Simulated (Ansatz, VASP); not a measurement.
## Ir: VASP beside Ansatz

```
Ir
1.0
     0.00000    1.92213    1.92213
     1.92213    0.00000    1.92213
     1.92213    1.92213    0.00000
Ir
1
Direct
  0.00000 0.00000 0.00000
```

Alike in both runs: functional r2SCAN; k mesh 18 × 18 × 18; occupations gaussian, width 0.1 eV; no spin polarisation.

Ansatz relaxed the structure, and its values are those at the end. VASP's run is a single point on that final structure, the one shown.

|  | VASP | Ansatz |
| --- | --- | --- |
| version | VASP 6.6.1 | Ansatz 0.2.0 |
| potentials or method | VASP PAW PBE potentials, release 64 (Ir_sv_GW), cutoff 620 eV | scalar-relativistic, plane waves, PAW |
| valence electrons in the cell | 17 | 17 |

Ansatz gave:

| Quantity | Value |
| --- | --- |
| gap on the k mesh at the Fermi level (eV) | none |
| pressure (GPa) | 0.0 |

Q: What did VASP give for the same quantities?

A: gap on the k mesh at the Fermi level (eV): none; pressure (GPa): -1.0.

VASP's potentials were made for PBE, not for r2SCAN. A gap of «none» marks a metal or a gap that the smearing closes. With one functional, cell and mesh, what is left measures potentials, basis and numerics.

Spin-orbit coupling is off throughout.
